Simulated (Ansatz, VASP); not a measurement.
## KF in VASP and in Ansatz

```
K F
1.0
     3.25895    0.00000    0.00000
     0.00000    3.25895    0.00000
     0.00000    0.00000    3.25895
K F
1 1
Cartesian
  0.0000 0.0000 0.0000
  1.4173 1.8416 1.6295
```

Change from the starting cell: all F atoms moved -0.300 Å, as atom 2 along Cartesian [1 -1 0].

Alike in both runs: task single point; functional PBE; k mesh 8 × 8 × 8; occupations gaussian, width 0.05 eV; no spin polarisation.

|  | VASP | Ansatz |
| --- | --- | --- |
| version | VASP 6.6.1 | Ansatz 0.2.0 |
| potentials or method | VASP PAW PBE potentials, release 64 (K_sv, F), cutoff 520 eV | scalar-relativistic, plane waves, PAW |
| valence electrons in the cell | 16 | 16 |

|  | VASP | Ansatz | Ansatz less VASP |
| --- | --- | --- | --- |
| gap on the k mesh at the Fermi level (eV) | 6.29 | 6.31 | +0.017 |
| least direct gap on the mesh (eV) | 6.32 | 6.34 | +0.016 |
| pressure (GPa) | 1.2 | 1.2 | -0.02 |
| traceless stress, the component that is largest in VASP (GPa) | -1.10 | -1.06 | +0.037 |
| rms of the force components (eV/Å) | 0.181 | 0.171 | -0.0096 |

Atom by atom the forces differ by 0.010 eV/Å (rms over components).
